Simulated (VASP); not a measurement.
# Ga (Cmce) in VASP: notebook

Ga is run at these levels: PBEsol; tasks: single point.

Program: VASP 6.6.1. These are calculated values, not measurements. Logs are shortened: lines on timing, memory, paths and dates and some standing lists are left out, and cuts for length are marked.

## Step 1: The cell of the first run

The structure is orthorhombic, space group Cmce (No. 64). Conventional cell: a = 4.583 Å, b = 7.762 Å, c = 4.584 Å, α = 90.00°, β = 90.00°, γ = 90.00°. Ga (site symmetry m) has 7 Ga at 2.52 to 2.83 Å within 3.3 Å.

## Step 2: Single point, PBEsol (volume scaled by 1.04)

Input file INCAR:

```
  PREC = Accurate
  ENCUT = 520
  EDIFF = 1E-7
  ISMEAR = -1
  SIGMA = 0.05
  LREAL = F
  LASPH = T
  NELM = 100
  ALGO = Fast
  ISIF = 2
  LWAVE = F
  LCHARG = F
  GGA = PS
  NBANDS = 34
```

Input file KPOINTS:

```
Automatic mesh
0
Gamma
  7 7 6
```

Input file POSCAR:

```
Ga
1.0
    2.2912599917     -3.8809070963      0.0000000000
    2.2912599917      3.8809070963      0.0000000000
    0.0000000000      0.0000000000      4.5835331429
Ga
4
Direct
    0.3451000000      0.6549000000      0.4190000000
    0.1549000000      0.8451000000      0.9190000000
    0.6549000000      0.3451000000      0.5810000000
    0.8451000000      0.1549000000      0.0810000000
```

Potentials or basis: VASP PAW PBE potentials, release 64 (Ga_d).

Started as:

```bash
> cat potpaw_PBE.64/Ga_d/POTCAR > POTCAR
> mpirun -np 1 vasp_std > vasp.out
```

OUTCAR:

```text
PREC = Accurate
   ENCUT = 520
   EDIFF = 1E-7
   ISMEAR = -1
   LREAL = F
   LASPH = T
   NELM = 100
   ISIF = 2
   GGA = PS

 ion  position               nearest neighbor table
   1  0.345  0.655  0.419-   3 2.52   2 2.73   2 2.73   4 2.77   4 2.77   3 2.83   3 2.83
   2  0.155  0.845  0.919-   4 2.52   1 2.73   1 2.73   3 2.77   3 2.77   4 2.83   4 2.83
   3  0.655  0.345  0.581-   1 2.52   4 2.73   4 2.73   2 2.77   2 2.77   1 2.83   1 2.83
   4  0.845  0.155  0.081-   2 2.52   3 2.73   3 2.73   1 2.77   1 2.77   2 2.83   2 2.83

  LATTYP: Found a base centered orthorhombic cell.
 ALAT       =     4.5825199834
 B/A-ratio  =     1.6937873093
 C/A-ratio  =     1.0002210922

  Lattice vectors:

 A1 = (   2.2912599917,  -3.8809070963,   0.0000000000)
 A2 = (   2.2912599917,   3.8809070963,   0.0000000000)
 A3 = (   0.0000000000,   0.0000000000,   4.5835331429)

Analysis of symmetry for initial positions (statically):
=====================================================================
 Subroutine PRICEL returns:
 Original cell was already a primitive cell.

 Routine SETGRP: Setting up the symmetry group for a
 base centered orthorhombic supercell.

 Subroutine GETGRP returns: Found  8 space group operations
 (whereof  4 operations were pure point group operations)
 out of a pool of  8 trial point group operations.

The static configuration has the point symmetry C_2h.
 The point group associated with its full space group is D_2h.

Analysis of symmetry for dynamics (positions and initial velocities):
=====================================================================
 Subroutine PRICEL returns:
 Original cell was already a primitive cell.

 Routine SETGRP: Setting up the symmetry group for a
 base centered orthorhombic supercell.

 Subroutine GETGRP returns: Found  8 space group operations
 (whereof  4 operations were pure point group operations)
 out of a pool of  8 trial point group operations.

The dynamic configuration has the point symmetry C_2h.
 The point group associated with its full space group is D_2h.

 Subroutine INISYM returns: Found  8 space group operations
 (whereof  4 operations are pure point group operations),
 and found     1 'primitive' translations

----------------------------------------------------------------------------------------

                                     Primitive cell

  volume of cell :      81.5151

  direct lattice vectors                    reciprocal lattice vectors
     2.291259992 -3.880907096  0.000000000     0.218220543 -0.128835859  0.000000000
     2.291259992  3.880907096  0.000000000     0.218220543  0.128835859  0.000000000
     0.000000000  0.000000000  4.583533143     0.000000000  0.000000000  0.218172307

  length of vectors
     4.506807322  4.506807322  4.583533143     0.253414451  0.253414451  0.218172307

  position of ions in fractional coordinates (direct lattice)
     0.345100000  0.654900000  0.419000000
     0.154900000  0.845100000  0.919000000
     0.654900000  0.345100000  0.581000000
     0.845100000  0.154900000  0.081000000

  ion indices of the primitive-cell ions
   primitive index   ion index
                 1           1
                 2           2
                 3           3
                 4           4

----------------------------------------------------------------------------------------

 KPOINTS: Automatic mesh

Automatic generation of k-mesh.
 Grid dimensions read from file:
 generate k-points for:    7    7    6

 Generating k-lattice:

  Cartesian coordinates                     Fractional coordinates (reciprocal lattice)
     0.031174363 -0.018405123  0.000000000     0.142857143  0.000000000  0.000000000
     0.031174363  0.018405123  0.000000000     0.000000000  0.142857143  0.000000000
     0.000000000  0.000000000  0.036362051     0.000000000  0.000000000  0.166666667

  Length of vectors
     0.036202064  0.036202064  0.036362051

  Shift w.r.t. Gamma in fractional coordinates (k-lattice)
     0.000000000  0.000000000  0.000000000

 Subroutine IBZKPT returns following result:
 ===========================================

 Found     64 irreducible k-points:

 Following reciprocal coordinates:
            Coordinates               Weight
  0.000000  0.000000  0.000000      1.000000
  0.142857 -0.000000  0.000000      4.000000
  0.285714  0.000000  0.000000      4.000000
  0.428571 -0.000000  0.000000      4.000000
  0.142857  0.142857  0.000000      2.000000
  0.285714  0.142857  0.000000      4.000000
[... 16 lines left out ...]
  0.428571  0.142857  0.166667      8.000000
 -0.428571  0.142857  0.166667      8.000000
 [... further k-points ...]
   k-points           NKPTS =     64   k-points in BZ     NKDIM =     64   number of bands    NBANDS=     34
   number of dos      NEDOS =    301   number of ions     NIONS =      4
   total plane-waves  NPLWV =  46656
   dimension x,y,z NGX =    36 NGY =   36 NGZ =   36
   dimension x,y,z NGXF=    72 NGYF=   72 NGZF=   72
   ions per type =               4
   NGX,Y,Z   is equivalent  to a cutoff of  13.28, 13.28, 13.06 a.u.
   NGXF,Y,Z  is equivalent  to a cutoff of  26.56, 26.56, 26.11 a.u.
 SYSTEM =  unknown system
   PREC   = accura    normal or accurate (medium, high low for compatibility)
   ISTART =      0    job   : 0-new  1-cont  2-samecut
   ICHARG =      2    charge: 1-file 2-atom 10-const
   ISPIN  =      1    spin polarized calculation?
   LNONCOLLINEAR =      F non collinear calculations
   LSORBIT =      F    spin-orbit coupling
   LASPH  =      T    aspherical Exc in radial PAW
   ENCUT  =  520.0 eV  38.22 Ry    6.18 a.u.   8.38  8.38  8.52*2*pi/ulx,y,z
   NELM   =    100;   NELMIN=  2; NELMDL= -5     # of ELM steps
   EDIFF  = 0.1E-06   stopping-criterion for ELM
   LREAL  =      F    real-space projection
   EDIFFG = 0.1E-05   stopping-criterion for IOM
   NSW    =      0    number of steps for IOM
   IBRION =     -1    ionic relax: 0-MD 1-quasi-New 2-CG
   NFREE  =      0    steps in history (QN), initial steepest desc. (CG)
   ISIF   =      2    stress and relaxation
   ISYM   =      2    0-nonsym 1-usesym 2-fastsym
   POTIM  = 0.5000    time-step for ionic-motion
   TEBEG  =    0.0;   TEEND  =   0.0 temperature during run
   PSTRESS=    0.0 pullay stress
   NELECT =      52.0000    total number of electrons
   NUPDOWN=      -1.0000    fix difference up-down
   EMIN   =  10.00;   EMAX   =-10.00  energy-range for DOS
   EFERMI =   0.00;   METHOD = LEGACY
   ISMEAR =    -1;   SIGMA  =   0.05  broadening in eV -4-tet -1-fermi 0-gaus
   EFERMI_NEDOS =   21; number of points for ismear=-14 and -15
   IALGO  =     68    algorithm
   IMIX   =      4    mixing-type and parameters
     AMIX     =   0.40;   BMIX     =  1.00
     AMIX_MAG =   1.60;   BMIX_MAG =  1.00
  volume/ion in A,a.u.               =      20.38       137.52
  Fermi-wavevector in a.u.,A,eV,Ry     =   1.409278  2.663149 27.022041  1.986064
  Thomas-Fermi vector in A             =   2.531350
   LORBIT       =      0    0 simple, 1 ext, 2 COOP (PROOUT), +10 PAW based schemes
   GGA     = PS    functional components
   LHFCALC =     F    Hartree Fock is set to
   AEXX    =    0.0000 exact exchange contribution
   IVDW    =     0    specifies the selected vdW correction
   LEPSILON=     F    determine dielectric tensor
   LRPA    =     F    only Hartree local field effects (RPA)
 non-spin polarized calculation
 RMM-DIIS sequential band-by-band and
  energy-cutoff  :      520.00
  volume of cell :       81.52
 maximum number of plane-waves:      2230
 NGX is ok and might be reduce to    36
   NGX = 17   NGY = 17   NGZ = 17

 number of electron      51.9999997 magnetization

 Free energy of the ion-electron system (eV)
  ---------------------------------------------------
  ext. energy  EPLUGINS =         0.00000000
  ---------------------------------------------------
  free energy    TOTEN  =       -13.33797232 eV

  energy without entropy =      -13.32778271  energy(sigma->0) =      -13.33287752

 E-fermi :   4.5865     XC(G=0): -10.6102

 val. band max:        4.5718447613   @ k =   0.0000   0.0000   0.5000
 cond. band min:       4.5905806098   @ k =   0.2857   0.2857   0.0000
 fundamental gap:      0.0187358484
 Fermi energy:         4.5865157382

 k-point     1 :       0.0000    0.0000    0.0000
  band No.  band energies     occupation
      1     -10.4946      2.00000
      2     -10.4919      2.00000
      3     -10.4704      2.00000
      4     -10.4523      2.00000
      5     -10.4248      2.00000
      6     -10.4005      2.00000
[... 26 lines left out ...]
     33      11.1207      0.00000
     34      11.7605      0.00000

 k-point     2 :       0.1429   -0.0000    0.0000
  band No.  band energies     occupation
      1     -10.4968      2.00000
      2     -10.4841      2.00000
      3     -10.4745      2.00000
      4     -10.4599      2.00000
      5     -10.4134      2.00000
      6     -10.3954      2.00000
[... 26 lines left out ...]
     33      10.9746      0.00000
     34      11.7245      0.00000

 k-point     3 :       0.2857    0.0000    0.0000
  band No.  band energies     occupation
      1     -10.4934      2.00000
      2     -10.4845      2.00000
      3     -10.4772      2.00000
      4     -10.4598      2.00000
      5     -10.4123      2.00000
      6     -10.3935      2.00000
[... 26 lines left out ...]
     33      10.3462      0.00000
     34      11.5252      0.00000

 k-point     4 :       0.4286   -0.0000    0.0000
  band No.  band energies     occupation
      1     -10.4960      2.00000
      2     -10.4893      2.00000
      3     -10.4660      2.00000
      4     -10.4418      2.00000
      5     -10.4266      2.00000
      6     -10.4218      2.00000
[... 26 lines left out ...]
     33      10.7480      0.00000
     34      11.8561      0.00000

 k-point     5 :       0.1429    0.1429    0.0000
  band No.  band energies     occupation
      1     -10.4984      2.00000
      2     -10.4881      2.00000
      3     -10.4723      2.00000
      4     -10.4631      2.00000
      5     -10.3931      2.00000
      6     -10.3926      2.00000
[... 621 lines left out ...]
 k-point    22 :       0.2857    0.1429    0.1667
  band No.  band energies     occupation
      1     -10.5240      2.00000
      2     -10.4804      2.00000
      3     -10.4759      2.00000
      4     -10.4436      2.00000
      5     -10.4259      2.00000
      6     -10.3913      2.00000
[... 26 lines left out ...]
     33      10.9864      0.00000
     34      12.0579      0.00000

 k-point    23 :       0.4286    0.1429    0.1667
  band No.  band energies     occupation
      1     -10.5264      2.00000
      2     -10.4871      2.00000
      3     -10.4638      2.00000
      4     -10.4477      2.00000
      5     -10.4293      2.00000
      6     -10.3973      2.00000
[... 26 lines left out ...]
     33      12.1039      0.00000
     34      13.0795      0.00000

 k-point    24 :      -0.4286    0.1429    0.1667
  band No.  band energies     occupation
      1     -10.5179      2.00000
      2     -10.4965      2.00000
      3     -10.4613      2.00000
      4     -10.4440      2.00000
      5     -10.4332      2.00000
      6     -10.3990      2.00000
[... 26 lines left out ...]
     33      11.6725      0.00000
     34      12.3306      0.00000

 [... further k-points ...]
[... 5 lines left out ...]
  --------------------------------------------------------------------------------------
  -------------------------------------------------------------------------------------
  Total       -2.0205009     -1.4202863     -1.6322814      0.0000000      0.0000000      0.0000000
  in kB      -39.7129033    -27.9156978    -32.0824572      0.0000000      0.0000000      0.0000000
  external PRESSURE =     -33.2370194 kB  Pullay stress =       0.0000000 kB

 VOLUME and BASIS-vectors are now :
 -----------------------------------------------------------------------------
  energy-cutoff  :      520.00
  volume of cell :       81.52
      direct lattice vectors                 reciprocal lattice vectors
     2.291259992 -3.880907096  0.000000000     0.218220543 -0.128835859  0.000000000
     2.291259992  3.880907096  0.000000000     0.218220543  0.128835859  0.000000000
     0.000000000  0.000000000  4.583533143     0.000000000  0.000000000  0.218172307

 POSITION                                       TOTAL-FORCE (eV/Angst)
 -----------------------------------------------------------------------------------
      2.29126      1.20231      1.92050         0.000000      0.112738     -0.030296
      2.29126      2.67860      4.21227         0.000000     -0.112738     -0.030296
      2.29126     -1.20231      2.66303         0.000000     -0.112738      0.030296
      2.29126     -2.67860      0.37127         0.000000      0.112738      0.030296
 -----------------------------------------------------------------------------------
    total drift:                               -0.000000     -0.000000      0.000000

  FREE ENERGIE OF THE ION-ELECTRON SYSTEM (eV)
  ---------------------------------------------------
  free  energy   TOTEN  =       -13.3379723215 eV

  energy  without entropy=      -13.3277827137  energy(sigma->0) =      -13.33287752
```

Wall time 3.9 min (1 thread of Intel Xeon Platinum 8375C at 2.90GHz (Ice Lake), shared host); peak memory 0.28 GiB.

Results:

```
Free energy            : -13.3380 eV
Pressure               : -3.3 GPa
Largest force          : 0.117 eV/Å
Band gap on the k mesh : zero (band 26 reaches 4.92 eV, above the bottom of band 27 at 3.66 eV)
```

Forces on the atoms (eV/Å):
```
Ga   0.000  0.113 -0.030
Ga   0.000 -0.113 -0.030
Ga   0.000 -0.113  0.030
Ga   0.000  0.113  0.030
```

Stress tensor (GPa, compression positive):
```
-3.97  0.00  0.00
 0.00 -2.79  0.00
 0.00  0.00 -3.21
```

Caveat: the PAW data sets were made with another functional, which shifts forces and pressure a little.

## Step 3: Single point, PBEsol (volume scaled by 1.06)

Input file INCAR:

```
SYSTEM = Ga
  PREC = Accurate
  ENCUT = 520
  EDIFF = 1E-6
  ISMEAR = -1
  SIGMA = 0.05
  LREAL = .False.
  LASPH = .True.
  NELM = 80
  ALGO = Fast
  ISIF = 2
  LWAVE = .False.
  LCHARG = .True.
  GGA = PS
  LELF = .True.
  LVHAR = .True.
  NBANDS = 34
```

Input file KPOINTS:

```
regular mesh
0
Gamma
  7 7 6
  0 0 0
```

Input file POSCAR:

```
Ga
1.0
    2.3058543979     -3.9056269163      0.0000000000
    2.3058543979      3.9056269163      0.0000000000
    0.0000000000      0.0000000000      4.6127284086
Ga
4
Direct
    0.3451000000      0.6549000000      0.4190000000
    0.1549000000      0.8451000000      0.9190000000
    0.6549000000      0.3451000000      0.5810000000
    0.8451000000      0.1549000000      0.0810000000
```

Potentials or basis: VASP PAW PBE potentials, release 64 (Ga_d).

Started as:

```bash
> cat potpaw_PBE.64/Ga_d/POTCAR > POTCAR
> mpirun -np 1 vasp_std > vasp.out
```

It took 3.5 min on 1 thread of Intel Xeon Platinum 8375C at 2.90GHz (Ice Lake), shared host; peak memory 0.28 GiB.

It converged, with:

- Free energy: -13.3018 eV
- Pressure: -4.1 GPa
- Largest force: 0.117 eV/Å
- Band gap on the k mesh: zero (band 26 reaches 4.75 eV, above the bottom of band 27 at 3.51 eV)

Forces on the atoms (eV/Å):
```
Ga   0.000  0.114 -0.023
Ga   0.000 -0.114 -0.023
Ga   0.000 -0.114  0.023
Ga   0.000  0.114  0.023
```

Stress tensor (GPa, compression positive):
```
-4.66  0.00  0.00
 0.00 -3.54  0.00
 0.00  0.00 -4.00
```

Levels at points of the mesh, in eV from the Fermi level:
```tsv
k point	band 22	band 23	band 24	band 25	band 26	band 27	band 28	band 29	band 30	band 31
(0.00, 0.00, 0.00)	-4.29	-3.63	-1.95	-1.60	-0.74	0.77	0.88	1.02	4.71	5.13
(0.00, 0.00, 0.50)	-8.91	-0.49	-0.49	-0.01	-0.01	0.04	0.04	1.96	1.96	3.73
```

Caveat: the PAW data sets were made with another functional, which shifts forces and pressure a little.
